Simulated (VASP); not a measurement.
# TePb (Fm-3m) in VASP: settings compared

Aim: see how the results for TePb move with the level of theory and the settings. Levels: revPBE, BLYP, PBEsol+D3(BJ). Tasks: relaxation of cell and atoms, single point.

Program: VASP 6.6.1. These are calculated values, not measurements. Logs are shortened: lines on timing, memory, paths and dates and some standing lists are left out, and cuts for length are marked.

**1. The cell of the first run**

The structure is cubic, space group Fm-3m (No. 225). The conventional cell has a = 6.462 Å, b = 6.462 Å, c = 6.462 Å, α = 90.00°, β = 90.00°, γ = 90.00°. Within 4.3 Å of Pb (site symmetry m-3m) lie 6 Te at 3.23 Å. Te (site symmetry m-3m) has 6 Pb at 3.23 Å within 4.3 Å.

**2. Relaxation of cell and atoms, revPBE**

The input, INCAR:

```
SYSTEM = TePb
ALGO = Normal
EDIFF = 1E-7
EDIFFG = -0.01
ENCUT = 600
GGA = RE
IBRION = 2
ISIF = 3
ISMEAR = -1
LASPH = .True.
LCHARG = .False.
LREAL = .False.
LWAVE = .False.
NELM = 80
NSW = 60
PREC = Accurate
SIGMA = 0.05
```

The input, KPOINTS:

```
k-points
0
Gamma
  7 7 7
  0 0 0
```

The input, POSCAR:

```
TePb
1.0
    0.0000000000      3.2310000000      3.2310000000
    3.2310000000      0.0000000000      3.2310000000
    3.2310000000      3.2310000000      0.0000000000
Pb Te
1 1
Direct
    0.0000000000      0.0000000000      0.0000000000
    0.5000000000      0.5000000000      0.5000000000
```

Potentials or basis: VASP PAW PBE potentials, release 64 (Pb_d, Te).

Run with:

```console
> cat potpaw_PBE.64/Pb_d/POTCAR potpaw_PBE.64/Te/POTCAR > POTCAR
> mpirun -np 1 vasp_std > vasp.out
```

OUTCAR:

```text
SYSTEM = TePb
   EDIFF = 1E-7
   EDIFFG = -0.01
   ENCUT = 600
   GGA = RE
   IBRION = 2
   ISIF = 3
   ISMEAR = -1
   LASPH = .True.
   LREAL = .False.
   NELM = 80
   NSW = 60
   PREC = Accurate

 ion  position               nearest neighbor table
   1  0.000  0.000  0.000-   2 3.23   2 3.23   2 3.23   2 3.23   2 3.23   2 3.23
   2  0.500  0.500  0.500-   1 3.23   1 3.23   1 3.23   1 3.23   1 3.23   1 3.23

  LATTYP: Found a face centered cubic cell.
 ALAT       =     6.4620000000

  Lattice vectors:

 A1 = (   0.0000000000,   3.2310000000,   3.2310000000)
 A2 = (   3.2310000000,   0.0000000000,   3.2310000000)
 A3 = (   3.2310000000,   3.2310000000,   0.0000000000)

Analysis of symmetry for initial positions (statically):
=====================================================================
 Subroutine PRICEL returns:
 Original cell was already a primitive cell.

 Routine SETGRP: Setting up the symmetry group for a
 face centered cubic supercell.

 Subroutine GETGRP returns: Found 48 space group operations
[... 9 lines left out ...]

 Routine SETGRP: Setting up the symmetry group for a
 face centered cubic supercell.

 Subroutine GETGRP returns: Found 48 space group operations
[... 11 lines left out ...]
                                     Primitive cell

  volume of cell :      67.4592

  direct lattice vectors                    reciprocal lattice vectors
     0.000000000  3.231000000  3.231000000    -0.154750851  0.154750851  0.154750851
     3.231000000  0.000000000  3.231000000     0.154750851 -0.154750851  0.154750851
     3.231000000  3.231000000  0.000000000     0.154750851  0.154750851 -0.154750851

  length of vectors
     4.569324020  4.569324020  4.569324020     0.268036337  0.268036337  0.268036337

  position of ions in fractional coordinates (direct lattice)
     0.000000000  0.000000000  0.000000000
     0.500000000  0.500000000  0.500000000

  ion indices of the primitive-cell ions
   primitive index   ion index
                 1           1
                 2           2

----------------------------------------------------------------------------------------

 KPOINTS: k-points

Automatic generation of k-mesh.
 Grid dimensions read from file:
 generate k-points for:    7    7    7

 Generating k-lattice:

  Cartesian coordinates                     Fractional coordinates (reciprocal lattice)
    -0.022107264  0.022107264  0.022107264     0.142857143  0.000000000  0.000000000
     0.022107264 -0.022107264  0.022107264     0.000000000  0.142857143  0.000000000
     0.022107264  0.022107264 -0.022107264     0.000000000  0.000000000  0.142857143

  Length of vectors
     0.038290905  0.038290905  0.038290905

  Shift w.r.t. Gamma in fractional coordinates (k-lattice)
     0.000000000  0.000000000  0.000000000

 Subroutine IBZKPT returns following result:
 ===========================================

 Found     20 irreducible k-points:

 Following reciprocal coordinates:
            Coordinates               Weight
  0.000000  0.000000  0.000000      1.000000
  0.142857  0.000000  0.000000      8.000000
  0.285714  0.000000  0.000000      8.000000
  0.428571  0.000000  0.000000      8.000000
  0.142857  0.142857  0.000000      6.000000
  0.285714  0.142857  0.000000     24.000000
[... 12 lines left out ...]
 -0.428571  0.428571  0.142857     24.000000
 -0.285714  0.428571  0.142857     24.000000
   k-points           NKPTS =     20   k-points in BZ     NKDIM =     20   number of bands    NBANDS=     14
   number of dos      NEDOS =    301   number of ions     NIONS =      2
   total plane-waves  NPLWV =  64000
   dimension x,y,z NGX =    40 NGY =   40 NGZ =   40
   dimension x,y,z NGXF=    80 NGYF=   80 NGZF=   80
   ions per type =               1   1
   NGX,Y,Z   is equivalent  to a cutoff of  14.55, 14.55, 14.55 a.u.
   NGXF,Y,Z  is equivalent  to a cutoff of  29.11, 29.11, 29.11 a.u.
 SYSTEM =  TePb
   PREC   = accura    normal or accurate (medium, high low for compatibility)
   ISTART =      0    job   : 0-new  1-cont  2-samecut
   ICHARG =      2    charge: 1-file 2-atom 10-const
   ISPIN  =      1    spin polarized calculation?
   LNONCOLLINEAR =      F non collinear calculations
   LSORBIT =      F    spin-orbit coupling
   LASPH  =      T    aspherical Exc in radial PAW
   ENCUT  =  600.0 eV  44.10 Ry    6.64 a.u.   9.13  9.13  9.13*2*pi/ulx,y,z
   NELM   =     80;   NELMIN=  2; NELMDL= -5     # of ELM steps
   EDIFF  = 0.1E-06   stopping-criterion for ELM
   LREAL  =      F    real-space projection
   EDIFFG = -.1E-01   stopping-criterion for IOM
   NSW    =     60    number of steps for IOM
   IBRION =      2    ionic relax: 0-MD 1-quasi-New 2-CG
   NFREE  =      1    steps in history (QN), initial steepest desc. (CG)
   ISIF   =      3    stress and relaxation
   ISYM   =      2    0-nonsym 1-usesym 2-fastsym
   POTIM  = 0.5000    time-step for ionic-motion
   TEBEG  =    0.0;   TEEND  =   0.0 temperature during run
   PSTRESS=    0.0 pullay stress
   NELECT =      20.0000    total number of electrons
   NUPDOWN=      -1.0000    fix difference up-down
   EMIN   =  10.00;   EMAX   =-10.00  energy-range for DOS
   EFERMI =   0.00;   METHOD = LEGACY
   ISMEAR =    -1;   SIGMA  =   0.05  broadening in eV -4-tet -1-fermi 0-gaus
   EFERMI_NEDOS =   21; number of points for ismear=-14 and -15
   IALGO  =     38    algorithm
   IMIX   =      4    mixing-type and parameters
     AMIX     =   0.40;   BMIX     =  1.00
     AMIX_MAG =   1.60;   BMIX_MAG =  1.00
  volume/ion in A,a.u.               =      33.73       227.62
  Fermi-wavevector in a.u.,A,eV,Ry     =   1.091619  2.062861 16.213147  1.191633
  Thomas-Fermi vector in A             =   2.227868
   LORBIT       =      0    0 simple, 1 ext, 2 COOP (PROOUT), +10 PAW based schemes
   GGA     = RE    functional components
   LHFCALC =     F    Hartree Fock is set to
   AEXX    =    0.0000 exact exchange contribution
   IVDW    =     0    specifies the selected vdW correction
   LEPSILON=     F    determine dielectric tensor
   LRPA    =     F    only Hartree local field effects (RPA)
 conjugate gradient relaxation of ions
 non-spin polarized calculation
  energy-cutoff  :      600.00
  volume of cell :       67.46
 maximum number of plane-waves:      2259
 NGX is ok and might be reduce to    40
   NGX = 19   NGY = 19   NGZ = 19

--------------------------------------- Ionic step        1  -------------------------------------------

 number of electron      19.9999998 magnetization

 Free energy of the ion-electron system (eV)
  ---------------------------------------------------
  ext. energy  EPLUGINS =         0.00000000
  ---------------------------------------------------
  free energy    TOTEN  =        -6.87900219 eV

  energy without entropy =       -6.87900048  energy(sigma->0) =       -6.87900133

------------------------ aborting loop because EDIFF is reached ----------------------------------------

  FORCE on cell =-STRESS in cart. coord.  units (eV):
  Direction    XX          YY          ZZ          XY          YZ          ZX
  --------------------------------------------------------------------------------------
  -------------------------------------------------------------------------------------
  Total        1.3452823      1.3452823      1.3452823      0.0000000     -0.0000000     -0.0000000
  in kB       31.9509038     31.9509038     31.9509038      0.0000000     -0.0000000     -0.0000000
  external PRESSURE =      31.9509038 kB  Pullay stress =       0.0000000 kB
[... 21 lines left out ...]
  energy  without entropy=       -6.8790004789  energy(sigma->0) =       -6.87900133

--------------------------------------- Ionic step        2  -------------------------------------------

 number of electron      19.9999999 magnetization

 E-fermi :   5.0610     XC(G=0):  -8.7712

 val. band max:        4.4548438917   @ k =   0.4286   0.0000   0.0000
 cond. band min:       5.6320057378   @ k =   0.4286   0.0000   0.0000
 fundamental gap:      1.1771618461
 Fermi energy:         5.0609984624

 k-point     1 :       0.0000    0.0000    0.0000
  band No.  band energies     occupation
      1     -12.1178      2.00000
      2     -12.1178      2.00000
      3     -12.1177      2.00000
      4     -12.1177      2.00000
      5     -12.1177      2.00000
      6      -6.7220      2.00000
      7      -1.2678      2.00000
      8       3.5312      2.00000
      9       3.5312      2.00000
     10       3.5312      2.00000
     11       8.5221      0.00000
     12       8.5221      0.00000
     13       8.5221      0.00000
     14      10.5632      0.00000
[... 354 lines left out ...]
  energy  without entropy=       -6.9254256301  energy(sigma->0) =       -6.92542597

--------------------------------------- Ionic step        3  -------------------------------------------

 number of electron      20.0000002 magnetization

 Free energy of the ion-electron system (eV)
  ---------------------------------------------------
  ext. energy  EPLUGINS =         0.00000000
  ---------------------------------------------------
  free energy    TOTEN  =        -6.92851880 eV

  energy without entropy =       -6.92851802  energy(sigma->0) =       -6.92851841

 E-fermi :   5.2765     XC(G=0):  -8.8613

 val. band max:        4.6847331183   @ k =   0.4286   0.0000   0.0000
 cond. band min:       5.8394022038   @ k =   0.4286   0.0000   0.0000
 fundamental gap:      1.1546690855
 Fermi energy:         5.2764552887

 k-point     1 :       0.0000    0.0000    0.0000
  band No.  band energies     occupation
      1     -11.9018      2.00000
      2     -11.9018      2.00000
      3     -11.9005      2.00000
      4     -11.9005      2.00000
      5     -11.9005      2.00000
      6      -6.6344      2.00000
      7      -0.9854      2.00000
      8       3.6966      2.00000
      9       3.6966      2.00000
     10       3.6966      2.00000
     11       8.7847      0.00000
     12       8.7847      0.00000
     13       8.7847      0.00000
     14      10.7554      0.00000
[... 350 lines left out ...]
  FREE ENERGIE OF THE ION-ELECTRON SYSTEM (eV)
  ---------------------------------------------------
  free  energy   TOTEN  =        -6.9285188027 eV

  energy  without entropy=       -6.9285180184  energy(sigma->0) =       -6.92851841

 reached required accuracy - stopping structural energy minimisation
```

Run time: 81 s. Hardware: 1 thread of Intel Xeon 6975P-C, shared host; peak memory 0.25 GiB.

What came out:

```
Free energy                            : -6.9285 eV
Relaxed volume                         : 36.38 Å³/atom
Relaxed cell                           : a = 4.686 Å, b = 4.686 Å, c = 4.686 Å, α = 60.00°, β = 60.00°, γ = 60.00°
Space group after relaxing (to 0.05 Å) : Fm-3m (No. 225)
Energy gained by relaxing              : 24.8 meV/atom
Ionic steps                            : 3
Pressure after relaxing                : 0.0 GPa
```

Step by step:
```tsv
step	energy change (eV)	largest force (eV/Å)	pressure (GPa)	volume (Å³)
1	0.0000	0.0000	3.20	67.46
2	-0.0464	0.0000	-0.67	74.24
3	-0.0495	0.0000	0.01	72.77
```

Final structure:
```xyz
2
Lattice="0.0000 3.3136 3.3136 3.3136 0.0000 3.3136 3.3136 3.3136 0.0000" Properties=species:S:1:pos:R:3 pbc="T T T"
Pb    0.0000    0.0000    0.0000
Te    3.3136    3.3136    3.3136
```

Levels at points of the mesh, in eV from the Fermi level:
```tsv
k point	band 6	band 7	band 8	band 9	band 10	band 11	band 12	band 13	band 14
(0.00, 0.00, 0.00)	-11.91	-6.26	-1.58	-1.58	-1.58	3.51	3.51	3.51	5.48
```

Caveat: this odd mesh misses L, where the gap lies, so gap, dielectric constants and Born charges aren't listed; the PAW data sets were made with another functional, which shifts forces and pressure a little; spin-orbit coupling is left out, which moves the levels of the heavy elements.

**3. Relaxation of cell and atoms, BLYP**

The input, INCAR:

```
PREC = Accurate
ENCUT = 600
EDIFF = 1E-6
ISMEAR = -1
SIGMA = 0.05
LREAL = F
LASPH = T
NELM = 60
ALGO = Normal
ISIF = 3
LWAVE = F
LCHARG = F
GGA = B5
ALDAX = 1.0
AGGAX = 1.0
AGGAC = 1.0
ALDAC = 0.0
IBRION = 2
NSW = 60
EDIFFG = -0.01
```

The input, KPOINTS:

```
Automatic mesh
0
Gamma
  7 7 7
```

POSCAR is that of step 2.

Potentials or basis: VASP PAW PBE potentials, release 64 (Pb_d, Te).

Run with:

```console
> cat potpaw_PBE.64/Pb_d/POTCAR potpaw_PBE.64/Te/POTCAR > POTCAR
> mpirun -np 1 vasp_std > vasp.out
```

It took 2 min on 1 thread of Intel Xeon 6975P-C, shared host; peak memory 0.25 GiB.

It converged, with:

* Free energy: -6.3924 eV
* Relaxed volume: 38.29 Å³/atom
* Relaxed cell: a = 4.767 Å, b = 4.767 Å, c = 4.767 Å, α = 60.00°, β = 60.00°, γ = 60.00°
* Space group after relaxing (to 0.05 Å): Fm-3m (No. 225)
* Energy gained by relaxing: 70.2 meV/atom
* Ionic steps: 3
* Pressure after relaxing: 0.0 GPa

The path:
```
step  energy change (eV)  largest force (eV/Å)  pressure (GPa)  volume (Å³)
   1              0.0000                0.0000            5.50        67.46
   2             -0.1311                0.0000           -1.07        79.40
   3             -0.1404                0.0000            0.03        76.58
```

Final structure:
```cif
data_structure
_symmetry_space_group_name_H-M 'P 1'
_symmetry_Int_Tables_number 1
_cell_length_a 4.7666
_cell_length_b 4.7666
_cell_length_c 4.7666
_cell_angle_alpha 60.000
_cell_angle_beta 60.000
_cell_angle_gamma 60.000
_cell_volume 76.58
loop_
_atom_site_label
_atom_site_type_symbol
_atom_site_fract_x
_atom_site_fract_y
_atom_site_fract_z
_atom_site_occupancy
Pb1 Pb 0.00000 0.00000 0.00000 1
Te1 Te 0.50000 0.50000 0.50000 1
```

Levels at points of the mesh, in eV from the Fermi level:
```
           k point  band 6  band 7  band 8  band 9  band 10  band 11  band 12  band 13  band 14
(0.00, 0.00, 0.00)  -11.64   -6.58   -1.48   -1.48    -1.48     3.25     3.25     3.25     5.70
```

Caveat: this odd mesh misses L, where the gap lies, so gap, dielectric constants and Born charges aren't listed; the PAW data sets were made with another functional, which shifts forces and pressure a little; spin-orbit coupling is left out, which moves the levels of the heavy elements; the volume moved by +14 % from the deposited cell, more than functionals usually miss.

**4. Single point, PBEsol+D3(BJ)**

This run uses another cell than the first one, of 32.00 Å³/atom, 0.949 times its volume.

The input, INCAR:

```
PREC = Accurate
ENCUT = 520
EDIFF = 1E-6
ISMEAR = -1
SIGMA = 0.05
LREAL = False
LASPH = True
NELM = 60
ALGO = Normal
ISIF = 2
LWAVE = False
LCHARG = False
GGA = PS
IVDW = 12
NBANDS = 17
```

The input, KPOINTS:

```
regular mesh
0
Gamma
  7 7 7
```

The input, POSCAR:

```
TePb
1.0
    0.0000000000      3.1747550004      3.1747550004
    3.1747550004      0.0000000000      3.1747550004
    3.1747550004      3.1747550004      0.0000000000
Pb Te
1 1
Direct
    0.0000000000      0.0000000000      0.0000000000
    0.5000000000      0.5000000000      0.5000000000
```

Potentials or basis: VASP PAW PBE potentials, release 64 (Pb_d, Te).

Run with:

```console
> cat potpaw_PBE.64/Pb_d/POTCAR potpaw_PBE.64/Te/POTCAR > POTCAR
> mpirun -np 1 vasp_std > vasp.out
```

OUTCAR:

```text
PREC = Accurate
   ENCUT = 520
   EDIFF = 1E-6
   ISMEAR = -1
   LREAL = False
   LASPH = True
   NELM = 60
   ISIF = 2
   GGA = PS
   IVDW = 12
 IVDW          = 12

 ion  position               nearest neighbor table
   1  0.000  0.000  0.000-   2 3.17   2 3.17   2 3.17   2 3.17   2 3.17   2 3.17
   2  0.500  0.500  0.500-   1 3.17   1 3.17   1 3.17   1 3.17   1 3.17   1 3.17

  LATTYP: Found a face centered cubic cell.
 ALAT       =     6.3495100008

  Lattice vectors:

 A1 = (   0.0000000000,   3.1747550004,   3.1747550004)
 A2 = (   3.1747550004,   0.0000000000,   3.1747550004)
 A3 = (   3.1747550004,   3.1747550004,   0.0000000000)

Analysis of symmetry for initial positions (statically):
=====================================================================
 Subroutine PRICEL returns:
 Original cell was already a primitive cell.

 Routine SETGRP: Setting up the symmetry group for a
 face centered cubic supercell.

 Subroutine GETGRP returns: Found 48 space group operations
[... 9 lines left out ...]

 Routine SETGRP: Setting up the symmetry group for a
 face centered cubic supercell.

 Subroutine GETGRP returns: Found 48 space group operations
[... 144 lines left out ...]
  energy without entropy =       -8.24220987  energy(sigma->0) =       -8.24221372

 E-fermi :   6.4864     XC(G=0):  -9.7083

 val. band max:        6.0435426287   @ k =   0.4286   0.0000   0.0000
 cond. band min:       6.9219236705   @ k =   0.4286   0.0000   0.0000
 fundamental gap:      0.8783810418
 Fermi energy:         6.4863800719

 k-point     1 :       0.0000    0.0000    0.0000
  band No.  band energies     occupation
      1     -10.5659      2.00000
      2     -10.5659      2.00000
      3     -10.5504      2.00000
      4     -10.5504      2.00000
      5     -10.5504      2.00000
      6      -6.3311      2.00000
[... 377 lines left out ...]
      4     -10.5360      2.00000
      5     -10.5192      2.00000
      6      -4.3034      2.00000
[... 9 lines left out ...]
     16      16.4526      0.00000
     17      17.0545      0.00000

------------------------ aborting loop because EDIFF is reached ----------------------------------------

 Edisp (eV)   -0.85124

 E8    (eV) :    -0.6000

  FORCE on cell =-STRESS in cart. coord.  units (eV):
  Direction    XX          YY          ZZ          XY          YZ          ZX
  --------------------------------------------------------------------------------------
  -------------------------------------------------------------------------------------
  Total      -0.01717    -0.01717    -0.01717     0.00000     0.00000     0.00000
  in kB      -0.42973    -0.42973    -0.42973     0.00000     0.00000     0.00000
  external pressure =       -0.43 kB  Pullay stress =        0.00 kB

 VOLUME and BASIS-vectors are now :
 -----------------------------------------------------------------------------
  energy-cutoff  :      520.00
  volume of cell :       64.00
      direct lattice vectors                 reciprocal lattice vectors
     0.000000000  3.174755000  3.174755000    -0.157492468  0.157492468  0.157492468
     3.174755000  0.000000000  3.174755000     0.157492468 -0.157492468  0.157492468
     3.174755000  3.174755000  0.000000000     0.157492468  0.157492468 -0.157492468

 POSITION                                       TOTAL-FORCE (eV/Angst)
 -----------------------------------------------------------------------------------
      0.00000      0.00000      0.00000         0.000000      0.000000      0.000000
      3.17476      3.17476      3.17476        -0.000000     -0.000000     -0.000000
 -----------------------------------------------------------------------------------
    total drift:                               -0.000000      0.000000      0.000000

  FREE ENERGIE OF THE ION-ELECTRON SYSTEM (eV)
  ---------------------------------------------------
  free  energy   TOTEN  =        -9.0934583347 eV

  energy  without entropy=       -9.0934506246  energy(sigma->0) =       -9.09345448
```

It took 15 s on 1 thread of AMD EPYC 9R45 (Zen 5), shared host; peak memory 0.18 GiB.

What came out:

| Property | Result |
| --- | --- |
| Free energy | -9.0935 eV |
| Pressure | 0.0 GPa |
| Dispersion energy per atom | -0.426 eV |

Caveat: this odd mesh misses L, where the gap lies, so gap, dielectric constants and Born charges aren't listed; the PAW data sets were made with another functional, which shifts forces and pressure a little; spin-orbit coupling is left out, which moves the levels of the heavy elements.

**5. Overview**

| task | level | cell | cutoff (eV) | pressure (GPa) | relaxed volume (Å³/atom) |
| --- | --- | --- | --- | --- | --- |
| relaxation of cell and atoms | revPBE | relaxed from a = 4.569 Å, angles 60.0°, 2 atoms | 600 | 0.0 | 36.38 |
| relaxation of cell and atoms | BLYP | relaxed from a = 4.569 Å, angles 60.0°, 2 atoms | 600 | 0.0 | 38.29 |
| single point | PBEsol+D3(BJ) | a = 4.490 Å, angles 60.0°, 2 atoms | 520 | 0.0 | - |

Alike in all rows: potentials or basis VASP PAW PBE potentials, release 64 (Pb_d, Te); no spin polarisation; k mesh 7 × 7 × 7; smearing fermi-dirac 0.05 eV.

Caveats: the PAW data sets were made with another functional, which shifts forces and pressure a little; spin-orbit coupling is left out, which moves the levels of the heavy elements; the volume moved by +14 % from the deposited cell, more than functionals usually miss (some runs).

Absolute energies hang on the potentials; compare differences alone.
